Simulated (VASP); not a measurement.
# YGa6 in VASP: a series of runs

YGa6 is run at these levels: PBEsol; tasks: single point.

All numbers are computed with VASP 6.6.1; they aren't measurements. Logs are shortened: lines on timing, memory, paths and dates and some standing lists are left out, and cuts for length are marked.

### 1 The cell of the first run

The cell holds a disordered packing, 14 atoms: a = 7.123 Å, b = 5.592 Å, c = 7.722 Å, α = 105.65°, β = 83.71°, γ = 99.28°.

### 2 Single point, PBEsol

The input, INCAR:

```
SYSTEM = YGa6
PREC = Accurate ; ENCUT = 520
EDIFF = 1E-6 ; ISMEAR = 0
SIGMA = 0.15 ; LREAL = .FALSE.
LASPH = .TRUE. ; NELM = 60
ALGO = Normal ; ISIF = 2
LWAVE = .FALSE. ; LCHARG = .FALSE.
GGA = PS ; NBANDS = 102
```

The input, KPOINTS:

```
Automatic mesh
0
G
  2 3 2
  0 0 0
```

The input, POSCAR:

```
YGa6
1.0
    7.0897750000     -0.5130350000     -0.4546350000
   -0.5395430000      5.5401020000     -0.5386570000
    1.2414040000     -1.2514010000      7.5178160000
Ga Y
12 2
Direct
    0.0175021331      0.0848851852      0.9549220254
    0.8086818642     -0.0080627495      0.2363818193
    0.1055154929      0.7403735898      0.0881045044
    0.7622951530      0.0436713250      0.7532321783
    0.0309925462      0.7999770918      0.6125402054
    0.1048820581      0.4743690414      0.3141348843
    0.4378766202      0.2810324551      0.7283240420
    0.8271934839      0.4143014416      0.5042788333
    0.1707620533      0.0746764756      0.3945932452
    0.3248522360      0.7178048407      0.8094579328
    0.6392636123      0.6450507088      0.9943680042
   -0.0133206388      0.4300774669      0.7667669985
    0.5031215802      0.1406850034      0.0980775057
    0.5249010624      0.7088012092      0.4501429840
```

Potentials or basis: VASP PAW PBE potentials, release 64 (Ga_d, Y_sv).

On the command line:

```console
$ cat potpaw_PBE.64/Ga_d/POTCAR potpaw_PBE.64/Y_sv/POTCAR > POTCAR
$ mpirun -np 1 vasp_std > vasp.out
```

OUTCAR:

```text
SYSTEM = YGa6
   PREC = Accurate
   ENCUT = 520
   EDIFF = 1E-6
   ISMEAR = 0
   LREAL = .FALSE.
   LASPH = .TRUE.
   NELM = 60
   ISIF = 2
   GGA = PS

 ion  position               nearest neighbor table
   1  0.018  0.085  0.955-   4 2.46   3 2.60   2 2.62   5 2.69  12 2.76
   2  0.809  0.992  0.236-  11 2.55   1 2.62   8 2.68   3 2.71  13 2.85   9 2.89  14 2.99
   3  0.106  0.740  0.088-  10 2.50   6 2.58   1 2.60   9 2.62   2 2.71  12 2.75  13 3.31
   4  0.762  0.044  0.753-  12 2.46   1 2.46   5 2.51   7 2.89  13 3.04  14 3.05
   5  0.031  0.800  0.613-   8 2.40   4 2.51   6 2.58   9 2.59  12 2.61   1 2.69  10 2.88
   6  0.105  0.474  0.314-   8 2.37   3 2.58   5 2.58   9 2.60  14 3.23
   7  0.438  0.281  0.728-  10 2.59  11 2.81   4 2.89  13 3.26  14 3.45  14 3.57
   8  0.827  0.414  0.504-   6 2.37   5 2.40  12 2.40   2 2.68  14 3.04
   9  0.171  0.075  0.395-   5 2.59   6 2.60   3 2.62   2 2.89  13 3.16  14 3.62
  10  0.325  0.718  0.809-   3 2.50   7 2.59  12 2.67   5 2.88  11 2.92  14 2.97  13 3.00
  11  0.639  0.645  0.994-   2 2.55   7 2.81  10 2.92  13 2.96  13 3.12  14 3.46
  12  0.987  0.430  0.767-   8 2.40   4 2.46   5 2.61  10 2.67   3 2.75   1 2.76
  13  0.503  0.141  0.098-   2 2.85  11 2.96  10 3.00   4 3.04  11 3.12   9 3.16   7 3.26   3 3.31
                            14 3.58  14 4.12
  14  0.525  0.709  0.450-  10 2.97   2 2.99   8 3.04   4 3.05   6 3.23   7 3.45  11 3.46   7 3.57
                            13 3.58   9 3.62  13 4.12

  LATTYP: Found a triclinic cell.
 ALAT       =     5.5923151005
 B/A-ratio  =     1.4701551316
 C/A-ratio  =     1.2736830648
 COS(alpha) =     0.0067824613
 COS(beta)  =     0.1612378765
 COS(gamma) =     0.4267682063

  Lattice vectors:

 A1 = (   0.5395430000,  -5.5401020000,   0.5386570000)
 A2 = (  -0.7018610000,  -4.2887010000,  -6.9791590000)
 A3 = (   7.0897750000,  -0.5130350000,  -0.4546350000)

Analysis of symmetry for initial positions (statically):
=====================================================================
 Subroutine PRICEL returns:
 Original cell was already a primitive cell.

 Routine SETGRP: Setting up the symmetry group for a
 triclinic supercell.

 Subroutine GETGRP returns: Found  1 space group operations
 (whereof  1 operations were pure point group operations)
 out of a pool of  2 trial point group operations.

The static configuration has the point symmetry C_1 .

Analysis of symmetry for dynamics (positions and initial velocities):
=====================================================================
 Subroutine PRICEL returns:
 Original cell was already a primitive cell.
[... 132 lines left out ...]
   IALGO  =     38    algorithm
   IMIX   =      4    mixing-type and parameters
     AMIX     =   0.40;   BMIX     =  1.00
     AMIX_MAG =   1.60;   BMIX_MAG =  1.00
  volume/ion in A,a.u.               =      20.83       140.55
  Fermi-wavevector in a.u.,A,eV,Ry     =   1.388752  2.624362 26.240652  1.928633
  Thomas-Fermi vector in A             =   2.512849
   LORBIT       =      0    0 simple, 1 ext, 2 COOP (PROOUT), +10 PAW based schemes
   GGA     = PS    functional components
   LHFCALC =     F    Hartree Fock is set to
   AEXX    =    0.0000 exact exchange contribution
   IVDW    =     0    specifies the selected vdW correction
   LEPSILON=     F    determine dielectric tensor
   LRPA    =     F    only Hartree local field effects (RPA)
 non-spin polarized calculation
 Gauss-broadening in eV      SIGMA  =   0.15
  energy-cutoff  :      520.00
  volume of cell :      291.59
 maximum number of plane-waves:      7877
 NGX is ok and might be reduce to    54
   NGX = 27   NGY = 21   NGZ = 29

 number of electron     178.0000053 magnetization

 Free energy of the ion-electron system (eV)
  ---------------------------------------------------
  ext. energy  EPLUGINS =         0.00000000
  ---------------------------------------------------
  free energy    TOTEN  =       -53.62316267 eV

  energy without entropy =      -53.55626268  energy(sigma->0) =      -53.58971267

 E-fermi :   4.7282     XC(G=0): -10.6887

 val. band max:        4.6847778065   @ k =   0.0000  -0.0000   0.5000
 cond. band min:       4.7654565205   @ k =   0.5000   0.3333   0.5000
 fundamental gap:      0.0806787140
 Fermi energy:         4.7281848535

 k-point     1 :       0.0000    0.0000    0.0000
  band No.  band energies     occupation
      1     -38.4289      2.00000
      2     -38.1123      2.00000
      3     -18.4486      2.00000
      4     -18.4420      2.00000
      5     -18.4256      2.00000
      6     -18.1940      2.00000
[... 821 lines left out ...]
    100       7.4498      0.00000
    101       7.7887      0.00000
 [bands above 101 left out]

------------------------ aborting loop because EDIFF is reached ----------------------------------------

  FORCE on cell =-STRESS in cart. coord.  units (eV):
  Direction    XX          YY          ZZ          XY          YZ          ZX
  --------------------------------------------------------------------------------------
  -------------------------------------------------------------------------------------
  Total       -3.1793489      4.8941255     -0.0149304      1.1105578      0.9209567     -0.2865537
  in kB      -17.4694339     26.8915444     -0.0820375      6.1021349      5.0603416     -1.5745143
  external PRESSURE =       3.1133577 kB  Pullay stress =       0.0000000 kB

 VOLUME and BASIS-vectors are now :
 -----------------------------------------------------------------------------
  energy-cutoff  :      520.00
  volume of cell :      291.59
      direct lattice vectors                 reciprocal lattice vectors
     7.089775000 -0.513035000 -0.454635000     0.140524864  0.011617391 -0.021270820
    -0.539543000  5.540102000 -0.538657000     0.015178370  0.184726304  0.028242803
     1.241404000 -1.251401000  7.517816000     0.009585690  0.013938329  0.133754634

 POSITION                                       TOTAL-FORCE (eV/Angst)
 -----------------------------------------------------------------------------------
      1.26373     -0.73370      7.12525         0.776904      0.525670      0.417286
      5.49162      4.78474      0.87511         0.758420      0.027411      0.402314
      0.45799      3.93736      0.21557         0.087374     -0.497481      0.351768
      6.31600     -1.09174      5.29257        -1.451754     -0.249021     -0.341920
      0.54852      3.64952      4.15996         1.007395      1.003354     -0.120708
      0.87762      2.18114      2.05840         1.189045     -0.075671     -1.608409
      3.85696      0.42088      5.12495         0.112040     -0.458968     -0.416980
      6.26710      1.23984      3.19184        -2.642150     -1.386841     -0.108597
      1.66022     -0.16769      2.84862         0.556410      0.099285      0.364367
      2.92071      2.79710      5.55102         0.000962      0.278023     -0.188383
      5.41862      2.00133      6.83738         0.005597     -0.384190     -0.174690
      7.71516      0.91694      5.08417         0.917504      0.291334      1.110935
      3.61287      0.39856      0.43281        -0.800475      0.387272     -0.197734
      3.89781      3.09423      2.76365        -0.517273      0.439824      0.510751
 -----------------------------------------------------------------------------------
    total drift:                                0.003635     -0.001616      0.001362

  FREE ENERGIE OF THE ION-ELECTRON SYSTEM (eV)
  ---------------------------------------------------
  free  energy   TOTEN  =       -53.6231626737 eV

  energy  without entropy=      -53.5562626761  energy(sigma->0) =      -53.58971267
```

stdout:

```text
POSCAR found type information on POSCAR GaY
 POSCAR found :  2 types and      14 ions
 scaLAPACK will be used
 -----------------------------------------------------------------------------
|                                                                             |
|                                                                             |
|     You enforced a specific xc type in the INCAR file but a different       |
|     I HOPE YOU KNOW WHAT YOU ARE DOING!                                     |
|                                                                             |
 -----------------------------------------------------------------------------

 LDA part: xc-table for (Slater+PW92), standard interpolation
 POSCAR, INCAR and KPOINTS ok, starting setup
 FFT: planning ... GRIDC
 FFT: planning ... GRID_SOFT
 FFT: planning ... GRID
 WAVECAR not read
 entering main loop
```

It took 5.8 min on 1 thread of Intel Xeon Platinum 8375C at 2.90GHz (Ice Lake), shared host; peak memory 0.44 GiB.

Results:

* Free energy: -53.6232 eV
* Pressure: 0.3 GPa
* Largest force: 2.986 eV/Å
* Band gap on the k mesh: zero (bands 89 and 90 overlap by 0.62 eV)

Forces on the atoms (eV/Å):
```
Ga   0.777  0.526  0.417
Ga   0.758  0.027  0.402
Ga   0.087 -0.497  0.352
Ga  -1.452 -0.249 -0.342
Ga   1.007  1.003 -0.121
Ga   1.189 -0.076 -1.608
Ga   0.112 -0.459 -0.417
Ga  -2.642 -1.387 -0.109
Ga   0.556  0.099  0.364
Ga   0.001  0.278 -0.188
Ga   0.006 -0.384 -0.175
Ga   0.918  0.291  1.111
Y   -0.800  0.387 -0.198
Y   -0.517  0.440  0.511
```

Stress tensor (GPa, compression positive):
```
-1.75  0.61 -0.16
 0.61  2.69  0.51
-0.16  0.51 -0.01
```

Levels at points of the mesh, in eV from the Fermi level:
```tsv
k point	band 86	band 87	band 88	band 89	band 90	band 91	band 92	band 93
(0.00, 0.00, 0.00)	-0.80	-0.65	-0.38	-0.15	0.18	0.34	0.87	0.91
(0.50, 0.00, 0.00)	-0.84	-0.83	-0.38	-0.20	-0.07	0.33	0.39	0.55
(0.00, 0.00, 0.50)	-1.52	-0.95	-0.64	-0.33	-0.04	0.21	0.57	0.90
(0.50, 0.00, 0.50)	-1.53	-1.33	-1.00	-0.61	-0.45	0.04	0.44	0.75
```

Caveat: the k points lie up to 0.45 Å⁻¹ apart, too coarse for converged energies and pressures of a metal; the PAW data sets were made with another functional, which shifts forces and pressure a little.

### 3 Single point, PBEsol

This run uses another cell than the first one, of 21.13 Å³/atom.

The input, INCAR:

```
PREC = Accurate
ENCUT = 520
EDIFF = 1E-6
ISMEAR = 0
SIGMA = 0.15
LREAL = F
LASPH = T
NELM = 60
ALGO = Normal
ISIF = 2
LWAVE = F
LCHARG = T
GGA = PS
LELF = T
LVHAR = T
NBANDS = 102
```

The input, KPOINTS:

```
Automatic mesh
0
Gamma
  2 3 2
```

The input, POSCAR:

```
YGa6
1.0
    7.1238010000     -0.5154980000     -0.4568170000
   -0.5421320000      5.5666910000     -0.5412420000
    1.2473620000     -1.2574070000      7.5538970000
Ga Y
12 2
Direct
    0.0406620150      0.0980689526      0.9529272289
    0.8099129948     -0.0226372307      0.2298030810
    0.1141393386      0.7498066583      0.1097189498
    0.7803243050      0.0344669462      0.7535739986
    0.0346455236      0.7793800431      0.6106647837
    0.0967869306      0.4472272739      0.2924029940
    0.4347783081      0.2721276305      0.7196747620
    0.8053048269      0.3843852520      0.4791120898
    0.1742732721      0.0626580018      0.4077066626
    0.3182787409      0.7274115094      0.8116879009
    0.6332785548      0.6311898318      0.9997136387
   -0.0267504753      0.4511738547      0.7707721151
    0.5116789887      0.1523654839      0.0971786165
    0.5129087257      0.7334812395      0.4656081859
```

Potentials or basis: VASP PAW PBE potentials, release 64 (Ga_d, Y_sv).

On the command line:

```console
$ cat potpaw_PBE.64/Ga_d/POTCAR potpaw_PBE.64/Y_sv/POTCAR > POTCAR
$ mpirun -np 1 vasp_std > vasp.out
```

Wall time 5.8 min (1 thread of Intel Xeon Platinum 8375C at 2.90GHz (Ice Lake), shared host); peak memory 0.44 GiB.

Results (log left out):

- Free energy: -54.1747 eV
- Pressure: -1.3 GPa
- Largest force: 1.623 eV/Å
- Band gap on the k mesh: zero (bands 89 and 90 overlap by 0.71 eV)

Forces in eV/Å, atoms in the order of the input:
```
Ga   0.749  0.460  0.500
Ga   0.752 -0.217  0.011
Ga   0.094 -0.198 -0.566
Ga  -1.293 -0.031 -0.274
Ga   0.535  0.490 -0.669
Ga   1.113 -0.421 -0.560
Ga   0.028 -0.140 -0.171
Ga  -1.497 -0.508  0.369
Ga   0.508  0.577  0.224
Ga  -0.002 -0.102  0.326
Ga  -0.148  0.077 -0.279
Ga   0.300 -0.200  1.011
Y   -0.779 -0.074  0.010
Y   -0.362  0.287  0.069
```

Stress tensor (GPa, compression positive):
```
-4.05  0.20 -0.54
 0.20  1.61  0.10
-0.54  0.10 -1.47
```

Levels at points of the mesh, in eV from the Fermi level:
| k point | band 85 | band 86 | band 87 | band 88 | band 89 | band 90 | band 91 | band 92 | band 93 | band 94 |
| --- | --- | --- | --- | --- | --- | --- | --- | --- | --- | --- |
| (0.00, 0.00, 0.00) | -1.01 | -0.78 | -0.70 | -0.28 | -0.17 | 0.13 | 0.36 | 0.77 | 0.94 | 1.24 |
| (0.50, 0.00, 0.00) | -1.16 | -0.96 | -0.78 | -0.42 | -0.22 | -0.03 | 0.27 | 0.52 | 0.56 | 0.73 |
| (0.00, 0.00, 0.50) | -1.74 | -1.35 | -0.80 | -0.63 | -0.48 | -0.04 | 0.13 | 0.53 | 0.84 | 1.01 |
| (0.50, 0.00, 0.50) | -1.64 | -1.55 | -1.30 | -0.93 | -0.68 | -0.58 | 0.02 | 0.51 | 0.78 | 1.03 |

Caveat: the k points lie up to 0.45 Å⁻¹ apart, too coarse for converged energies and pressures of a metal; the PAW data sets were made with another functional, which shifts forces and pressure a little.
